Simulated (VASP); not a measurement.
# FePt (P4/mmm) in VASP: settings compared

Aim: see how the results for FePt move with the level of theory and the settings. Levels: LDA, PBE. Tasks: single point.

Program: VASP 6.6.1. These are calculated values, not measurements. Logs are shortened: lines on timing, memory, paths and dates and some standing lists are left out, and cuts for length are marked.

## 1. The cell of the first run

Symmetry: P4/mmm, No. 123, tetragonal system. Conventional cell: a = 2.742 Å, b = 2.742 Å, c = 3.745 Å, α = 90.00°, β = 90.00°, γ = 90.00°. Pt (site symmetry 4/mmm) has 8 Fe at 2.70 Å and 4 Pt at 2.74 Å within 3.6 Å. Within 3.6 Å of Fe (site symmetry 4/mmm) lie 8 Pt at 2.70 Å and 4 Fe at 2.74 Å.

## 2. Single point, LDA, collinear spin, ferromagnetic start

The input, INCAR:

```
SYSTEM = FePt
PREC     = Accurate       ! precision mode
ENCUT    = 690            ! plane-wave cutoff, eV
EDIFF    = 1E-6           ! SCF threshold, eV
ISMEAR   = -1             ! smearing method
SIGMA    = 0.05           ! smearing width, eV
LREAL    = .FALSE.        ! projectors in reciprocal space
LASPH    = .TRUE.         ! aspherical terms in the spheres
NELM     = 200            ! most SCF steps
ALGO     = Normal         ! electronic algorithm
ISIF     = 2              ! what is computed and relaxed
LWAVE    = .FALSE.        ! write WAVECAR
LCHARG   = .TRUE.         ! write CHGCAR
ISPIN    = 2              ! spin polarisation
MAGMOM   = 0 3            ! initial moments
LORBIT   = 11             ! projections on sites
LMAXMIX  = 4              ! l up to which the mixer works
LELF     = .TRUE.         ! ELF
LVHAR    = .TRUE.       
NBANDS   = 28             ! bands
GGA_COMPAT= .FALSE.
```

The input, KPOINTS:

```
Automatic mesh
0
G
  10 10 7
  0 0 0
```

The input, POSCAR:

```
FePt
1.0
    2.7415369495      0.0000000000      0.0000000000
    0.0000000000      2.7415369495      0.0000000000
    0.0000000000      0.0000000000      3.7446364796
Pt Fe
1 1
Direct
    0.5000000000      0.5000000000      0.5000000000
    0.0000000000      0.0000000000      0.0000000000
```

Potentials or basis: VASP PAW LDA potentials, release 64 (Pt_sv_GW, Fe_sv).

Launch:

```bash
> cat potpaw_LDA.64/Pt_sv_GW/POTCAR potpaw_LDA.64/Fe_sv/POTCAR > POTCAR
> mpirun -np 1 vasp_std > vasp.out
```

OUTCAR:

```text
SYSTEM = FePt
   PREC = Accurate
   ENCUT = 690
   EDIFF = 1E-6
   ISMEAR = -1
   LREAL = .FALSE.
   LASPH = .TRUE.
   NELM = 200
   ISIF = 2
   ISPIN = 2
   LORBIT = 11

 ion  position               nearest neighbor table
   1  0.500  0.500  0.500-   2 2.70   2 2.70   2 2.70   2 2.70   2 2.70   2 2.70   2 2.70   2 2.70

   2  0.000  0.000  0.000-   1 2.70   1 2.70   1 2.70   1 2.70   1 2.70   1 2.70   1 2.70   1 2.70

  LATTYP: Found a simple tetragonal cell.
 ALAT       =     2.7415369495
 C/A-ratio  =     1.3658894805

  Lattice vectors:

 A1 = (   2.7415369495,   0.0000000000,   0.0000000000)
 A2 = (   0.0000000000,   2.7415369495,   0.0000000000)
 A3 = (   0.0000000000,   0.0000000000,   3.7446364796)

Analysis of symmetry for initial positions (statically):
=====================================================================
 Subroutine PRICEL returns:
 Original cell was already a primitive cell.

 Routine SETGRP: Setting up the symmetry group for a
 simple tetragonal supercell.

 Subroutine GETGRP returns: Found 16 space group operations
 (whereof 16 operations were pure point group operations)
 out of a pool of 16 trial point group operations.

The static configuration has the point symmetry D_4h.

Analysis of symmetry for dynamics (positions and initial velocities):
=====================================================================
 Subroutine PRICEL returns:
 Original cell was already a primitive cell.

 Routine SETGRP: Setting up the symmetry group for a
 simple tetragonal supercell.

 Subroutine GETGRP returns: Found 16 space group operations
 (whereof 16 operations were pure point group operations)
 out of a pool of 16 trial point group operations.

The dynamic configuration has the point symmetry D_4h.

Analysis of structural, dynamic, and magnetic symmetry:
=====================================================================
 Subroutine PRICEL returns:
 Original cell was already a primitive cell.

 Routine SETGRP: Setting up the symmetry group for a
 simple tetragonal supercell.

 Subroutine GETGRP returns: Found 16 space group operations
 (whereof 16 operations were pure point group operations)
 out of a pool of 16 trial point group operations.

The overall configuration has the point symmetry D_4h.

 Subroutine INISYM returns: Found 16 space group operations
 (whereof 16 operations are pure point group operations),
 and found     1 'primitive' translations

----------------------------------------------------------------------------------------

                                     Primitive cell

  volume of cell :      28.1448

  direct lattice vectors                    reciprocal lattice vectors
     2.741536949  0.000000000  0.000000000     0.364758899  0.000000000  0.000000000
     0.000000000  2.741536949  0.000000000     0.000000000  0.364758899  0.000000000
     0.000000000  0.000000000  3.744636480     0.000000000  0.000000000  0.267048619

  length of vectors
     2.741536949  2.741536949  3.744636480     0.364758899  0.364758899  0.267048619

  position of ions in fractional coordinates (direct lattice)
     0.500000000  0.500000000  0.500000000
     0.000000000  0.000000000  0.000000000

  ion indices of the primitive-cell ions
   primitive index   ion index
                 1           1
                 2           2

----------------------------------------------------------------------------------------

 KPOINTS: Automatic mesh

Automatic generation of k-mesh.
 Grid dimensions read from file:
 generate k-points for:   10   10    7

 Generating k-lattice:

  Cartesian coordinates                     Fractional coordinates (reciprocal lattice)
     0.036475890  0.000000000  0.000000000     0.100000000  0.000000000  0.000000000
     0.000000000  0.036475890  0.000000000     0.000000000  0.100000000  0.000000000
     0.000000000  0.000000000  0.038149803     0.000000000  0.000000000  0.142857143

  Length of vectors
     0.036475890  0.036475890  0.038149803

  Shift w.r.t. Gamma in fractional coordinates (k-lattice)
     0.000000000  0.000000000  0.000000000

 Subroutine IBZKPT returns following result:
 ===========================================

 Found     84 irreducible k-points:

 Following reciprocal coordinates:
            Coordinates               Weight
  0.000000  0.000000  0.000000      1.000000
  0.100000  0.000000  0.000000      4.000000
  0.200000  0.000000  0.000000      4.000000
  0.300000  0.000000  0.000000      4.000000
  0.400000  0.000000  0.000000      4.000000
  0.500000  0.000000  0.000000      2.000000
[... 16 lines left out ...]
  0.100000  0.000000  0.142857      8.000000
  0.200000  0.000000  0.142857      8.000000
 [... further k-points ...]
   k-points           NKPTS =     84   k-points in BZ     NKDIM =     84   number of bands    NBANDS=     28
   number of dos      NEDOS =    301   number of ions     NIONS =      2
   total plane-waves  NPLWV =  18432
   dimension x,y,z NGX =    24 NGY =   24 NGZ =   32
   dimension x,y,z NGXF=    48 NGYF=   48 NGZF=   64
   ions per type =               1   1
   NGX,Y,Z   is equivalent  to a cutoff of  14.55, 14.55, 14.21 a.u.
   NGXF,Y,Z  is equivalent  to a cutoff of  29.11, 29.11, 28.41 a.u.
 SYSTEM =  FePt
   PREC   = accura    normal or accurate (medium, high low for compatibility)
   ISTART =      0    job   : 0-new  1-cont  2-samecut
   ICHARG =      2    charge: 1-file 2-atom 10-const
   ISPIN  =      2    spin polarized calculation?
   LNONCOLLINEAR =      F non collinear calculations
   LSORBIT =      F    spin-orbit coupling
   LASPH  =      T    aspherical Exc in radial PAW
   ENCUT  =  690.0 eV  50.71 Ry    7.12 a.u.   5.87  5.87  8.02*2*pi/ulx,y,z
   NELM   =    200;   NELMIN=  2; NELMDL= -5     # of ELM steps
   EDIFF  = 0.1E-05   stopping-criterion for ELM
   LREAL  =      F    real-space projection
   EDIFFG = 0.1E-04   stopping-criterion for IOM
   NSW    =      0    number of steps for IOM
   IBRION =     -1    ionic relax: 0-MD 1-quasi-New 2-CG
   NFREE  =      0    steps in history (QN), initial steepest desc. (CG)
   ISIF   =      2    stress and relaxation
   ISYM   =      2    0-nonsym 1-usesym 2-fastsym
   POTIM  = 0.5000    time-step for ionic-motion
   TEBEG  =    0.0;   TEEND  =   0.0 temperature during run
   PSTRESS=    0.0 pullay stress
   NELECT =      34.0000    total number of electrons
   NUPDOWN=      -1.0000    fix difference up-down
   EMIN   =  10.00;   EMAX   =-10.00  energy-range for DOS
   EFERMI =   0.00;   METHOD = LEGACY
   ISMEAR =    -1;   SIGMA  =   0.05  broadening in eV -4-tet -1-fermi 0-gaus
   EFERMI_NEDOS =   21; number of points for ismear=-14 and -15
   IALGO  =     38    algorithm
   IMIX   =      4    mixing-type and parameters
     AMIX     =   0.40;   BMIX     =  1.00
     AMIX_MAG =   1.60;   BMIX_MAG =  1.00
  volume/ion in A,a.u.               =      14.07        94.97
  Fermi-wavevector in a.u.,A,eV,Ry     =   1.743553  3.294838 41.361404  3.039977
  Thomas-Fermi vector in A             =   2.815603
   LORBIT       =     11    0 simple, 1 ext, 2 COOP (PROOUT), +10 PAW based schemes
   GGA     = CA    functional components
   LHFCALC =     F    Hartree Fock is set to
   AEXX    =    0.0000 exact exchange contribution
   IVDW    =     0    specifies the selected vdW correction
   LEPSILON=     F    determine dielectric tensor
   LRPA    =     F    only Hartree local field effects (RPA)
 spin polarized calculation
  energy-cutoff  :      690.00
  volume of cell :       28.14
 maximum number of plane-waves:      1188
 NGX is ok and might be reduce to    24
   NGX = 11   NGY = 11   NGZ = 17

 number of electron      33.9999987 magnetization       3.2197804

 Free energy of the ion-electron system (eV)
  ---------------------------------------------------
  ext. energy  EPLUGINS =         0.00000000
  ---------------------------------------------------
  free energy    TOTEN  =       -16.80268800 eV

  energy without entropy =      -16.79105009  energy(sigma->0) =      -16.79686905

 E-fermi :  10.3131     XC(G=0): -13.8518

 val. band max:       10.2890080571   @ k =   0.5000   0.4000   0.1429
 cond. band min:      10.3135560844   @ k =   0.4000   0.4000   0.0000
 fundamental gap:      0.0245480274
 Fermi energy:        10.3130577966

 spin component 1

 k-point     1 :       0.0000    0.0000    0.0000
  band No.  band energies     occupation
      1     -88.0867      1.00000
      2     -77.3064      1.00000
      3     -44.0055      1.00000
      4     -43.7581      1.00000
      5     -43.7581      1.00000
      6     -42.4422      1.00000
[... 20 lines left out ...]
     27      31.5319      0.00000
     28      31.5319      0.00000
[... 683 lines left out ...]
 k-point    24 :       0.2000    0.0000    0.1429
  band No.  band energies     occupation
      1     -88.0821      1.00000
      2     -77.3035      1.00000
      3     -43.9962      1.00000
      4     -43.7893      1.00000
      5     -43.7539      1.00000
      6     -42.4627      1.00000
[... 20 lines left out ...]
     27      32.9754      0.00000
     28      33.1463      0.00000

 [... further k-points ...]

 spin component 2

 k-point     1 :       0.0000    0.0000    0.0000
  band No.  band energies     occupation
      1     -87.8695      1.00000
      2     -74.2551      1.00000
      3     -42.2283      1.00000
      4     -42.1185      1.00000
      5     -42.1185      1.00000
      6     -40.9468      1.00000
[... 20 lines left out ...]
     27      31.7261      0.00000
     28      31.7261      0.00000
[... 683 lines left out ...]
 k-point    24 :       0.2000    0.0000    0.1429
  band No.  band energies     occupation
      1     -87.8649      1.00000
      2     -74.2519      1.00000
      3     -42.2201      1.00000
      4     -42.2072      1.00000
      5     -42.1084      1.00000
      6     -40.9550      1.00000
[... 20 lines left out ...]
     27      33.2721      0.00000
     28      33.4592      0.00000

 [... further k-points ...]

------------------------ aborting loop because EDIFF is reached ----------------------------------------

  FORCE on cell =-STRESS in cart. coord.  units (eV):
  Direction    XX          YY          ZZ          XY          YZ          ZX
  --------------------------------------------------------------------------------------
  -------------------------------------------------------------------------------------
  Total       -3.0354018     -3.0354018     -2.8231817      0.0000000      0.0000000     -0.0000000
  in kB     -172.7940959   -172.7940959   -160.7131978      0.0000000      0.0000000     -0.0000000
  external PRESSURE =    -168.7671299 kB  Pullay stress =       0.0000000 kB

 VOLUME and BASIS-vectors are now :
 -----------------------------------------------------------------------------
  energy-cutoff  :      690.00
  volume of cell :       28.14
      direct lattice vectors                 reciprocal lattice vectors
     2.741536949  0.000000000  0.000000000     0.364758899  0.000000000  0.000000000
     0.000000000  2.741536949  0.000000000     0.000000000  0.364758899  0.000000000
     0.000000000  0.000000000  3.744636480     0.000000000  0.000000000  0.267048619

 POSITION                                       TOTAL-FORCE (eV/Angst)
 -----------------------------------------------------------------------------------
      1.37077      1.37077      1.87232         0.000000      0.000000      0.000000
      0.00000      0.00000      0.00000         0.000000      0.000000      0.000000
 -----------------------------------------------------------------------------------
    total drift:                                0.000000      0.000000     -0.000000

  FREE ENERGIE OF THE ION-ELECTRON SYSTEM (eV)
  ---------------------------------------------------
  free  energy   TOTEN  =       -16.8026880038 eV

  energy  without entropy=      -16.7910500902  energy(sigma->0) =      -16.79686905

 total charge

# of ion       s       p       d       f       tot
--------------------------------------------------
    1        4.414   6.094   7.824   0.017  18.350
    2        2.153   6.012   5.503   0.000  13.668
--------------------------------------------------
tot          6.567  12.107  13.327   0.017  32.018

 magnetization (x)

# of ion       s       p       d       f       tot
--------------------------------------------------
    1       -0.072  -0.010   0.433   0.002   0.353
    2        0.004   0.004   2.732   0.000   2.740
--------------------------------------------------
tot         -0.068  -0.006   3.165   0.002   3.094
```

It took 2.1 min on 1 thread of Intel Xeon Platinum 8259CL at 2.50GHz (Skylake/Cascade Lake), shared host; peak memory 0.27 GiB.

Results:

```
Free energy                                           : -16.8027 eV
Pressure                                              : -16.9 GPa
Net moment                                            : 3.22 μB per cell
Site moments                                          : Pt +0.35; Fe +2.74 μB
Valence electrons inside the program's atomic spheres : Pt 18.35; Fe 13.67
```

Levels at points of the mesh, in eV from the Fermi level:
Spin up:
| k point | band 17 | band 18 | band 19 | band 20 | band 21 | band 22 |
| --- | --- | --- | --- | --- | --- | --- |
| (0.00, 0.00, 0.00) | -0.46 | -0.29 | -0.29 | 2.24 | 9.58 | 11.46 |
| (0.50, 0.00, 0.00) | -1.90 | -1.61 | 0.28 | 1.95 | 10.38 | 10.44 |
| (0.50, 0.50, 0.00) | -0.33 | 0.51 | 1.57 | 1.57 | 7.45 | 9.82 |
Spin down:
```csv
k point,band 13,band 14,band 15,band 16,band 17,band 18,band 19,band 20
"(0.00, 0.00, 0.00)",-2.34,-0.79,-0.74,0.45,1.47,1.60,1.60,2.53
"(0.50, 0.00, 0.00)",-2.40,-1.38,-1.15,-0.92,0.34,0.65,2.24,2.50
"(0.50, 0.50, 0.00)",0.81,1.08,1.48,1.67,1.67,1.74,1.84,1.84
```

Caveat: the cell stands under tension; spin-orbit coupling is left out, which moves the levels of the heavy elements.

## 3. Single point, PBE, collinear spin, ferromagnetic start

This run uses another cell than the first one, of 13.80 Å³/atom.

The input, INCAR:

```
  PREC = Accurate
  ENCUT = 690
  EDIFF = 1E-6
  ISMEAR = -1
  SIGMA = 0.05
  LREAL = F
  LASPH = T
  NELM = 200
  ALGO = Normal
  ISIF = 2
  LWAVE = F
  LCHARG = F
  ISPIN = 2
  MAGMOM = 0 4.5
  LORBIT = 11
  NUPDOWN = 4.5
  LMAXMIX = 4
  GGA = PE
  NBANDS = 28
  GGA_COMPAT = F
```

The input, KPOINTS:

```
regular mesh
0
Gamma
  8 8 6
```

The input, POSCAR:

```
FePt
1.0
    2.7235000000      0.0000000000      0.0000000000
    0.0000000000      2.7235000000      0.0000000000
    0.0000000000      0.0000000000      3.7200000000
Pt Fe
1 1
Direct
    0.5000000000      0.5000000000      0.5000000000
    0.0000000000      0.0000000000      0.0000000000
```

Potentials or basis: VASP PAW PBE potentials, release 64 (Pt_sv_GW, Fe_sv).

Launch:

```bash
> cat potpaw_PBE.64/Pt_sv_GW/POTCAR potpaw_PBE.64/Fe_sv/POTCAR > POTCAR
> mpirun -np 1 vasp_std > vasp.out
```

It took 43 s on 1 thread of Intel Xeon Platinum 8488C (Sapphire Rapids), shared host; peak memory 0.25 GiB.

Results (log left out):

| Property | Result |
| --- | --- |
| Free energy | -14.1409 eV |
| Pressure | 15.2 GPa |
| Net moment | 4.50 μB per cell |
| Site moments | Pt +0.92; Fe +3.33 μB |
| Valence electrons inside the program's atomic spheres | Pt 18.13; Fe 13.60 |

Stress tensor (GPa, compression positive):
```
17.95  0.00  0.00
 0.00 17.95  0.00
 0.00  0.00  9.84
```

Caveat: the stress differs along the axes, from 10 to 18 GPa; spin-orbit coupling is left out, which moves the levels of the heavy elements; the total moment is fixed, so each spin has its own Fermi level and the state may be an excited one.
